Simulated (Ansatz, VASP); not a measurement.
**Na2S: VASP beside Ansatz**

```
Na S
1.0
     0.00000    3.31652    3.31652
     3.31652    0.00000    3.31652
     3.31652    3.31652    0.00000
Na S
2 1
Direct
  0.25000 0.25000 0.25000
  0.75000 0.75000 0.75000
  0.00000 0.00000 0.00000
```

Alike in both runs: task single point; functional PBE; k mesh 8 × 8 × 8; occupations gaussian, width 0.02 eV; no spin polarisation.

```csv
,VASP,Ansatz
version,VASP 6.6.1,Ansatz 0.2.0
potentials or method,"VASP PAW PBE potentials, release 64 (Na_pv, S), cutoff 500 eV","scalar-relativistic, plane waves, PAW"
valence electrons in the cell,20,24
```

```tsv
	VASP	Ansatz	Ansatz less VASP
gap on the k mesh at the Fermi level (eV)	2.35	2.35	+0.003
least direct gap on the mesh (eV)	2.35	2.35	+0.003
pressure (GPa)	-0.8	-0.8	+0.01
```

With one functional, cell and mesh, what is left measures potentials, basis and numerics. VASP's potentials hold 20 valence electrons a cell and Ansatz's 24, so a difference there can come from the potentials and not from the codes.
